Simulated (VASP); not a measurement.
Input of a VASP 6.6.1 run:

The input INCAR:

```
  PREC = Accurate
  ENCUT = 500
  EDIFF = 1E-6
  ISMEAR = 0
  SIGMA = 0.1
  LREAL = False
  LASPH = True
  NELM = 200
  ALGO = Normal
  ISIF = 2
  LWAVE = False
  LCHARG = True
  GGA = PE
  LELF = True
  LVHAR = True
  NBANDS = 24
  GGA_COMPAT = False
  LMAXMIX = 6
```

KPOINTS

```
Automatic mesh
0
Gamma
  4 4 4
```

Contents of POSCAR:

```
HoS4
1.0
    5.0804690700      0.0000000000      0.0000000000
    0.0000000000      5.0804690700      0.0000000000
    0.0000000000      0.0000000000      5.0804690700
Ho S
1 4
Direct
    0.0000000000      0.0000000000      0.0000000000
    0.5000000000      0.5000000000      0.5000000000
    0.5000000000      0.0000000000      0.0000000000
    0.0000000000      0.5000000000      0.0000000000
    0.0000000000      0.0000000000      0.5000000000
```

Potentials or basis: VASP PAW PBE potentials, release 64 (Ho_3, S), 4f in core.

Launch:

```bash
$ cat potpaw_PBE.64/Ho_3/POTCAR potpaw_PBE.64/S/POTCAR > POTCAR
$ mpirun -np 1 vasp_std > vasp.out
```

Estimate the band gap on the k mesh.

zero (an odd number of electrons rules out a gap without spin polarisation).

What does it give for the pressure?

3.5 GPa.

Caveat: the cell stands under pressure; spin-orbit coupling is left out, which moves the levels of the heavy elements; the 4f electrons are frozen in the core, so they carry no moment and show no levels; the run has no spin polarisation, though such a crystal can be magnetic. Spin polarisation is off, so any magnetic state and its effect on volume and gap are missing.
